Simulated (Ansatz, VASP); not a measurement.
## GaB2As3: VASP beside Ansatz

```
Ga B As
1.0
     4.18680    0.00000    0.00000
     0.00000    4.18680    0.00000
     0.00000    0.00000    5.75685
Ga B As
1 2 3
Direct
  0.50000 0.50000 0.72227
  0.00000 0.00000 0.40145
  0.50000 0.50000 0.33727
  0.50000 0.00000 0.25006
  0.00000 0.50000 0.25006
  0.00000 0.00000 0.76479
```

Alike in both runs: task relaxation of cell and atoms; functional PBE; k mesh 4 × 4 × 4; occupations gaussian, width 0.1 eV; no spin polarisation.

|  | VASP | Ansatz |
| --- | --- | --- |
| version | VASP 6.6.1 | Ansatz 0.2.0 |
| potentials or method | VASP PAW PBE potentials, release 64 (Ga_d, B, As), cutoff 600 eV | scalar-relativistic, plane waves, PAW |
| valence electrons in the cell | 34 | 64 |

```tsv
	VASP	Ansatz	Ansatz less VASP
gap on the k mesh at the Fermi level, each at its own relaxed structure (eV)	none	none	-
relaxed volume (Å³/atom)	17.84	17.77	-0.069
relaxed cell length with the largest relative difference (Å)	6.875	6.862	-0.0129
```

A gap of «none» marks a metal or a gap that the smearing closes. VASP's potentials hold 34 valence electrons a cell and Ansatz's 64, so a difference there can come from the potentials and not from the codes.

The k mesh is coarse, so the values compare programs but aren't converged.
